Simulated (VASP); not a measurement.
# Rh (Pm-3m) in VASP: further runs, part 2 of 2

VASP 6.6.1. Earlier steps stand in the parts before.

## (3) Relaxation of cell and atoms, PBEsol

This run uses another cell than the first one, of 15.60 Å³/atom, 1.035 times its volume.

INCAR reads:

```
SYSTEM = Rh
ALGO = Normal
EDIFF = 1E-6
EDIFFG = -0.03
ENCUT = 600
GGA = PS
IBRION = 2
ISIF = 3
ISMEAR = 0
LASPH = .True.
LCHARG = .False.
LREAL = .False.
LWAVE = .False.
NELM = 100
NSW = 80
PREC = Accurate
SIGMA = 0.05
```

KPOINTS reads:

```
k-points
0
Gamma
  18 18 18
  0 0 0
```

POSCAR reads:

```
Rh
1.0
    2.4988271053      0.0000000000      0.0000000000
    0.0000000000      2.4988271053      0.0000000000
    0.0000000000      0.0000000000      2.4988271053
Rh
1
Direct
    0.0000000000      0.0000000000      0.0000000000
```

Potentials or basis: VASP PAW PBE potentials, release 64 (Rh_pv).

The run is started by

```sh
$ cat potpaw_PBE.64/Rh_pv/POTCAR > POTCAR
$ mpirun -np 1 vasp_std > vasp.out
```

OUTCAR:

```text
SYSTEM = Rh
   EDIFF = 1E-6
   EDIFFG = -0.03
   ENCUT = 600
   GGA = PS
   IBRION = 2
   ISIF = 3
   ISMEAR = 0
   LASPH = .True.
   LREAL = .False.
   NELM = 100
   NSW = 80
   PREC = Accurate

 ion  position               nearest neighbor table
   1  0.000  0.000  0.000-

  LATTYP: Found a simple cubic cell.
 ALAT       =     2.4988271053

  Lattice vectors:

 A1 = (   2.4988271053,   0.0000000000,   0.0000000000)
 A2 = (   0.0000000000,   2.4988271053,   0.0000000000)
 A3 = (   0.0000000000,   0.0000000000,   2.4988271053)

Analysis of symmetry for initial positions (statically):
=====================================================================
 Subroutine PRICEL returns:
 Original cell was already a primitive cell.

 Routine SETGRP: Setting up the symmetry group for a
 simple cubic supercell.

 Subroutine GETGRP returns: Found 48 space group operations
 (whereof 48 operations were pure point group operations)
 out of a pool of 48 trial point group operations.

The static configuration has the point symmetry O_h .

Analysis of symmetry for dynamics (positions and initial velocities):
=====================================================================
 Subroutine PRICEL returns:
 Original cell was already a primitive cell.

 Routine SETGRP: Setting up the symmetry group for a
 simple cubic supercell.

 Subroutine GETGRP returns: Found 48 space group operations
 (whereof 48 operations were pure point group operations)
 out of a pool of 48 trial point group operations.

The dynamic configuration has the point symmetry O_h .

 Subroutine INISYM returns: Found 48 space group operations
 (whereof 48 operations are pure point group operations),
 and found     1 'primitive' translations

----------------------------------------------------------------------------------------

                                     Primitive cell

  volume of cell :      15.6030

  direct lattice vectors                    reciprocal lattice vectors
     2.498827105  0.000000000  0.000000000     0.400187751  0.000000000  0.000000000
     0.000000000  2.498827105  0.000000000     0.000000000  0.400187751  0.000000000
     0.000000000  0.000000000  2.498827105     0.000000000  0.000000000  0.400187751

  length of vectors
     2.498827105  2.498827105  2.498827105     0.400187751  0.400187751  0.400187751

  position of ions in fractional coordinates (direct lattice)
     0.000000000  0.000000000  0.000000000

  ion indices of the primitive-cell ions
   primitive index   ion index
                 1           1

----------------------------------------------------------------------------------------

 KPOINTS: k-points

Automatic generation of k-mesh.
 Grid dimensions read from file:
 generate k-points for:   18   18   18

 Generating k-lattice:

  Cartesian coordinates                     Fractional coordinates (reciprocal lattice)
     0.022232653  0.000000000  0.000000000     0.055555556  0.000000000  0.000000000
     0.000000000  0.022232653  0.000000000     0.000000000  0.055555556  0.000000000
     0.000000000  0.000000000  0.022232653     0.000000000  0.000000000  0.055555556

  Length of vectors
     0.022232653  0.022232653  0.022232653

  Shift w.r.t. Gamma in fractional coordinates (k-lattice)
     0.000000000  0.000000000  0.000000000

 Subroutine IBZKPT returns following result:
 ===========================================

 Found    220 irreducible k-points:

 Following reciprocal coordinates:
            Coordinates               Weight
  0.000000  0.000000  0.000000      1.000000
  0.055556  0.000000  0.000000      6.000000
  0.111111  0.000000  0.000000      6.000000
  0.166667  0.000000  0.000000      6.000000
  0.222222  0.000000  0.000000      6.000000
  0.277778  0.000000  0.000000      6.000000
[... 16 lines left out ...]
  0.277778  0.111111  0.000000     24.000000
  0.333333  0.111111  0.000000     24.000000
 [... further k-points ...]
   k-points           NKPTS =    220   k-points in BZ     NKDIM =    220   number of bands    NBANDS=     11
   number of dos      NEDOS =    301   number of ions     NIONS =      1
   total plane-waves  NPLWV =   8000
   dimension x,y,z NGX =    20 NGY =   20 NGZ =   20
   dimension x,y,z NGXF=    40 NGYF=   40 NGZF=   40
   ions per type =               1
   NGX,Y,Z   is equivalent  to a cutoff of  13.31, 13.31, 13.31 a.u.
   NGXF,Y,Z  is equivalent  to a cutoff of  26.61, 26.61, 26.61 a.u.
 SYSTEM =  Rh
   PREC   = accura    normal or accurate (medium, high low for compatibility)
   ISTART =      0    job   : 0-new  1-cont  2-samecut
   ICHARG =      2    charge: 1-file 2-atom 10-const
   ISPIN  =      1    spin polarized calculation?
   LNONCOLLINEAR =      F non collinear calculations
   LSORBIT =      F    spin-orbit coupling
   LASPH  =      T    aspherical Exc in radial PAW
   ENCUT  =  600.0 eV  44.10 Ry    6.64 a.u.   4.99  4.99  4.99*2*pi/ulx,y,z
   NELM   =    100;   NELMIN=  2; NELMDL= -5     # of ELM steps
   EDIFF  = 0.1E-05   stopping-criterion for ELM
   LREAL  =      F    real-space projection
   EDIFFG = -.3E-01   stopping-criterion for IOM
   NSW    =     80    number of steps for IOM
   IBRION =      2    ionic relax: 0-MD 1-quasi-New 2-CG
   NFREE  =      1    steps in history (QN), initial steepest desc. (CG)
   ISIF   =      3    stress and relaxation
   ISYM   =      2    0-nonsym 1-usesym 2-fastsym
   POTIM  = 0.5000    time-step for ionic-motion
   TEBEG  =    0.0;   TEEND  =   0.0 temperature during run
   PSTRESS=    0.0 pullay stress
   NELECT =      15.0000    total number of electrons
   NUPDOWN=      -1.0000    fix difference up-down
   EMIN   =  10.00;   EMAX   =-10.00  energy-range for DOS
   EFERMI =   0.00;   METHOD = LEGACY
   ISMEAR =     0;   SIGMA  =   0.05  broadening in eV -4-tet -1-fermi 0-gaus
   EFERMI_NEDOS =   21; number of points for ismear=-14 and -15
   IALGO  =     38    algorithm
   IMIX   =      4    mixing-type and parameters
     AMIX     =   0.40;   BMIX     =  1.00
     AMIX_MAG =   1.60;   BMIX_MAG =  1.00
  volume/ion in A,a.u.               =      15.60       105.29
  Fermi-wavevector in a.u.,A,eV,Ry     =   1.615731  3.053289 35.519185  2.610586
  Thomas-Fermi vector in A             =   2.710431
   LORBIT       =      0    0 simple, 1 ext, 2 COOP (PROOUT), +10 PAW based schemes
   GGA     = PS    functional components
   LHFCALC =     F    Hartree Fock is set to
   AEXX    =    0.0000 exact exchange contribution
   IVDW    =     0    specifies the selected vdW correction
   LEPSILON=     F    determine dielectric tensor
   LRPA    =     F    only Hartree local field effects (RPA)
 conjugate gradient relaxation of ions
 non-spin polarized calculation
 Gauss-broadening in eV      SIGMA  =   0.05
  energy-cutoff  :      600.00
  volume of cell :       15.60
 maximum number of plane-waves:       552
 NGX is ok and might be reduce to    20
   NGX =  9   NGY =  9   NGZ =  9

 number of electron      14.9999993 magnetization

 Free energy of the ion-electron system (eV)
  ---------------------------------------------------
  ext. energy  EPLUGINS =         0.00000000
  ---------------------------------------------------
  free energy    TOTEN  =        -7.24986620 eV

  energy without entropy =       -7.24768668  energy(sigma->0) =       -7.24877644

 E-fermi :   9.7307     XC(G=0): -13.2705

 val. band max:        9.7285019153   @ k =   0.2778   0.2222   0.0000
 cond. band min:       9.7326634927   @ k =   0.2222   0.1667   0.1111
 fundamental gap:      0.0041615774
 Fermi energy:         9.7306709200

 k-point     1 :       0.0000    0.0000    0.0000
  band No.  band energies     occupation
      1     -36.2966      2.00000
      2     -36.2966      2.00000
      3     -36.2966      2.00000
      4       2.6211      2.00000
      5       4.3048      2.00000
      6       4.3048      2.00000
      7      10.5550      0.00000
      8      10.5550      0.00000
      9      10.5550      0.00000
     10      26.7758      0.00000
     11      26.7758      0.00000
[... 309 lines left out ...]
 k-point    24 :       0.3333    0.1111    0.0000
  band No.  band energies     occupation
      1     -36.8988      2.00000
      2     -36.3389      2.00000
      3     -36.2358      2.00000
      4       4.7493      2.00000
      5       5.1920      2.00000
      6       7.1495      2.00000
      7       8.8261      2.00000
      8       9.1412      2.00000
      9      10.4337      0.00000
     10      18.7448      0.00000
     11      27.5407      0.00000

 [... further k-points ...]
[... 5 lines left out ...]
  --------------------------------------------------------------------------------------
  -------------------------------------------------------------------------------------
  Total       -0.0122242     -0.0122242     -0.0122242      0.0000000     -0.0000000      0.0000000
  in kB       -1.2552285     -1.2552285     -1.2552285      0.0000000     -0.0000000      0.0000000
  external PRESSURE =      -1.2552285 kB  Pullay stress =       0.0000000 kB

 VOLUME and BASIS-vectors are now :
 -----------------------------------------------------------------------------
  energy-cutoff  :      600.00
  volume of cell :       15.60
      direct lattice vectors                 reciprocal lattice vectors
     2.498827105  0.000000000  0.000000000     0.400187751  0.000000000  0.000000000
     0.000000000  2.498827105  0.000000000     0.000000000  0.400187751  0.000000000
     0.000000000  0.000000000  2.498827105     0.000000000  0.000000000  0.400187751

 POSITION                                       TOTAL-FORCE (eV/Angst)
 -----------------------------------------------------------------------------------
      0.00000      0.00000      0.00000         0.000000      0.000000      0.000000
 -----------------------------------------------------------------------------------
    total drift:                               -0.000000      0.000000     -0.000000

  FREE ENERGIE OF THE ION-ELECTRON SYSTEM (eV)
  ---------------------------------------------------
  free  energy   TOTEN  =        -7.2498662016 eV

  energy  without entropy=       -7.2476866777  energy(sigma->0) =       -7.24877644

 reached required accuracy - stopping structural energy minimisation
```

OSZICAR:

```text
N       E                     dE             d eps       ncg     rms          rms(c)
DAV:   1     0.127383432222E+03    0.12738E+03   -0.10187E+04  4848   0.159E+03
DAV:   2    -0.582322833834E+01   -0.13321E+03   -0.12715E+03  5014   0.405E+02
DAV:   3    -0.761686932732E+01   -0.17936E+01   -0.17734E+01  5554   0.532E+01
DAV:   4    -0.762837392532E+01   -0.11505E-01   -0.11503E-01  5339   0.449E+00
DAV:   5    -0.762856948316E+01   -0.19556E-03   -0.19556E-03  5563   0.554E-01    0.922E+00
DAV:   6    -0.726014019328E+01    0.36843E+00   -0.97403E-01  5038   0.140E+01    0.334E+00
DAV:   7    -0.725213122849E+01    0.80090E-02   -0.91154E-03  5359   0.117E+00    0.172E+00
DAV:   8    -0.724996209501E+01    0.21691E-02   -0.28451E-03  5101   0.844E-01    0.129E-01
DAV:   9    -0.724986571194E+01    0.96383E-04   -0.21647E-04  5650   0.232E-01    0.385E-02
DAV:  10    -0.724986620161E+01   -0.48967E-06   -0.90785E-06  5284   0.404E-02
   1 F= -.72498662E+01 E0= -.72487764E+01  d E =-.724987E+01
```

CONTCAR:

```text
Rh
   1.00000000000000
     2.4988271053000002    0.0000000000000000    0.0000000000000000
     0.0000000000000000    2.4988271053000002    0.0000000000000000
     0.0000000000000000    0.0000000000000000    2.4988271053000002
  Rh
     1
Direct
     0.0000000000000000    0.0000000000000000    0.0000000000000000

  0.00000000E+00  0.00000000E+00  0.00000000E+00
```

It took 11 s on 1 thread of AMD EPYC 9R45 (Zen 5), shared host; peak memory 0.13 GiB.

What came out:

```yaml
Free_energy: -7.2499 eV
Pressure_after_relaxing: -0.1 GPa
```

Final structure:
```
Rh
1.0
     2.49883    0.00000    0.00000
     0.00000    2.49883    0.00000
     0.00000    0.00000    2.49883
Rh
1
Direct
  0.00000 0.00000 0.00000
```

Levels at points of the mesh, in eV from the Fermi level:
```tsv
k point	band 5	band 6	band 7	band 8	band 9	band 10
(0.00, 0.00, 0.00)	-5.43	-5.43	0.82	0.82	0.82	17.05
(0.50, 0.00, 0.00)	-4.58	-1.44	-1.44	-0.19	1.04	6.46
(0.50, 0.50, 0.00)	-3.86	-1.00	-1.00	2.47	5.66	5.66
(0.50, 0.50, 0.50)	-4.73	-4.73	2.62	2.62	10.03	12.37
```

Caveat: the relaxation stopped at its first step, so nothing moved; the PAW data sets were made with another functional, which shifts forces and pressure a little.
